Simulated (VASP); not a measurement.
# Ta (Im-3m) in VASP: notebook, part 2 of 2

VASP 6.6.1. The steps go on from the part before.

### Step 6. Single point, r2SCAN

This run uses another cell than the first one, of 16.93 Å³/atom, 0.940 times its volume.

POSCAR

```
Ta
1.0
   -1.6175709496      1.6175709496      1.6175709496
    1.6175709496     -1.6175709496      1.6175709496
    1.6175709496      1.6175709496     -1.6175709496
Ta
1
Direct
    0.0000000000      0.0000000000      0.0000000000
```

INCAR.step1

```
PREC = Accurate
ENCUT = 520
ISMEAR = -1
SIGMA = 0.05
LREAL = False
LASPH = True
NELM = 60
NBANDS = 12
GGA = PE
ALGO = Normal
EDIFF = 1E-4
LWAVE = True
LCHARG = False
```

INCAR.step2

```
PREC = Accurate
ENCUT = 520
EDIFF = 1E-6
ISMEAR = -1
SIGMA = 0.05
LREAL = False
LASPH = True
NELM = 60
ALGO = Normal
ISIF = 2
LWAVE = False
LCHARG = False
METAGGA = R2SCAN
LMIXTAU = True
NBANDS = 12
ISTART = 1
```

KPOINTS

```
Automatic mesh
0
Gamma
  11 11 11
```

Potentials or basis: VASP PAW PBE potentials, release 64 (Ta_pv).

Started as:

```sh
$ cat potpaw_PBE.64/Ta_pv/POTCAR > POTCAR
$ cp INCAR.step1 INCAR
$ mpirun -np 1 vasp_std > vasp.out
$ cp INCAR.step2 INCAR
$ mpirun -np 1 vasp_std > vasp.out
```

OUTCAR:

```text
PREC = Accurate
   ENCUT = 520
   EDIFF = 1E-6
   ISMEAR = -1
   LREAL = False
   LASPH = True
   NELM = 60
   ISIF = 2
   METAGGA = R2SCAN
   ISTART = 1

 ion  position               nearest neighbor table
   1  0.000  0.000  0.000-

  LATTYP: Found a body centered cubic cell.
 ALAT       =     3.2351418992

  Lattice vectors:

 A1 = (  -1.6175709496,   1.6175709496,   1.6175709496)
 A2 = (   1.6175709496,  -1.6175709496,   1.6175709496)
 A3 = (   1.6175709496,   1.6175709496,  -1.6175709496)

Analysis of symmetry for initial positions (statically):
=====================================================================
 Subroutine PRICEL returns:
 Original cell was already a primitive cell.

 Routine SETGRP: Setting up the symmetry group for a
 body centered cubic supercell.

 Subroutine GETGRP returns: Found 48 space group operations
 (whereof 48 operations were pure point group operations)
 out of a pool of 48 trial point group operations.

The static configuration has the point symmetry O_h .

Analysis of symmetry for dynamics (positions and initial velocities):
[... 157 lines left out ...]
 E-fermi :   5.8277     XC(G=0): -14.1355

 val. band max:        5.7505835771   @ k =   0.1818   0.0000   0.0000
 cond. band min:       5.8841077322   @ k =   0.3636   0.1818   0.0909
 fundamental gap:      0.1335241550
 Fermi energy:         5.8277299019

 k-point     1 :       0.0000    0.0000    0.0000
  band No.  band energies     occupation
      1     -28.1233      2.00000
      2     -28.1233      2.00000
      3     -28.1233      2.00000
      4      -2.7250      2.00000
      5       6.6744      0.00000
      6       6.6744      0.00000
      7       6.6744      0.00000
      8      10.3840      0.00000
      9      10.3840      0.00000
     10      18.2469      0.00000
     11      21.9152      0.00000
     12      21.9152      0.00000
[... 331 lines left out ...]
 k-point    24 :       0.3636    0.1818    0.0909
  band No.  band energies     occupation
      1     -29.3695      2.00000
      2     -28.8090      2.00000
      3     -28.3746      2.00000
      4       2.7047      2.00000
      5       4.0346      2.00000
      6       5.8841      0.48922
      7      10.9011      0.00000
      8      11.5459      0.00000
      9      16.4407      0.00000
     10      17.0787      0.00000
     11      18.2501      0.00000
     12      20.4764      0.00000

 [... further k-points ...]
[... 5 lines left out ...]
  --------------------------------------------------------------------------------------
  -------------------------------------------------------------------------------------
  Total        1.5748357      1.5748357      1.5748357     -0.0000000     -0.0000000      0.0000000
  in kB      149.0375904    149.0375904    149.0375904     -0.0000000     -0.0000000      0.0000000
  external PRESSURE =     149.0375904 kB  Pullay stress =       0.0000000 kB

 VOLUME and BASIS-vectors are now :
 -----------------------------------------------------------------------------
  energy-cutoff  :      520.00
  volume of cell :       16.93
      direct lattice vectors                 reciprocal lattice vectors
    -1.617570950  1.617570950  1.617570950     0.000000000  0.309105452  0.309105452
     1.617570950 -1.617570950  1.617570950     0.309105452  0.000000000  0.309105452
     1.617570950  1.617570950 -1.617570950     0.309105452  0.309105452  0.000000000

 POSITION                                       TOTAL-FORCE (eV/Angst)
 -----------------------------------------------------------------------------------
      0.00000      0.00000      0.00000        -0.000000     -0.000000      0.000000
 -----------------------------------------------------------------------------------
    total drift:                                0.000000      0.000000     -0.000000

  FREE ENERGIE OF THE ION-ELECTRON SYSTEM (eV)
  ---------------------------------------------------
  free  energy   TOTEN  =       -48.5351894636 eV

  energy  without entropy=      -48.5288596824  energy(sigma->0) =      -48.53202457
```

OUTCAR.step1:

```text
PREC = Accurate
   ENCUT = 520
   ISMEAR = -1
   LREAL = False
   LASPH = True
   NELM = 60
[... 575 lines left out ...]
 POSITION                                       TOTAL-FORCE (eV/Angst)
 -----------------------------------------------------------------------------------
      0.00000      0.00000      0.00000         0.000000      0.000000      0.000000
 -----------------------------------------------------------------------------------
    total drift:                               -0.000000      0.000000      0.000000

  FREE ENERGIE OF THE ION-ELECTRON SYSTEM (eV)
  ---------------------------------------------------
  free  energy   TOTEN  =       -11.7529890011 eV

  energy  without entropy=      -11.7469219644  energy(sigma->0) =      -11.74995548
```

It took 20 s on 1 thread of Intel Xeon Platinum 8559C (Emerald Rapids), shared host; peak memory 0.15 GiB.

Results:

```
Free energy : -48.5352 eV
Pressure    : 14.9 GPa
```

Caveat: the PAW data sets were made with another functional, which shifts forces and pressure a little; spin-orbit coupling is left out, which moves the levels of the heavy elements.

### Step 7. Overview

| task | level | potentials or basis | cell | cutoff (eV) | gap on the mesh (eV) | pressure (GPa) | relaxed volume (Å³/atom) |
| --- | --- | --- | --- | --- | --- | --- | --- |
| relaxation of cell and atoms | PBE | VASP PAW PBE potentials, release 64 (Ta_pv) | relaxed to 20 GPa from a = 2.860 Å, angles 109.5°, 1 atom | 600 | none | 20.0 | - |
| relaxation of cell and atoms | PBE | VASP PAW PBE potentials, release 64 (Ta_pv) | relaxed to 30 GPa from a = 2.860 Å, angles 109.5°, 1 atom | 600 | none | 29.9 | - |
| relaxation of cell and atoms | LDA | VASP PAW LDA potentials, release 64 (Ta_pv) | relaxed from a = 2.860 Å, angles 109.5°, 1 atom | 600 | none | 0.0 | 17.29 |
| relaxation of cell and atoms | r2SCAN | VASP PAW PBE potentials, release 64 (Ta_pv) | relaxed from a = 2.860 Å, angles 109.5°, 1 atom | 600 | none | 0.0 | 18.07 |
| single point | r2SCAN | VASP PAW PBE potentials, release 64 (Ta_pv) | a = 2.802 Å, angles 109.5°, 1 atom | 520 | none | 14.9 | - |

Alike in all rows: no spin polarisation; k mesh 11 × 11 × 11; smearing fermi-dirac 0.05 eV.

Caveats: spin-orbit coupling is left out, which moves the levels of the heavy elements; the cell is relaxed towards a set pressure, so the enthalpy falls and the energy may rise (some runs); the PAW data sets were made with another functional, which shifts forces and pressure a little (some runs).

Absolute energies hang on the potentials; compare differences alone.
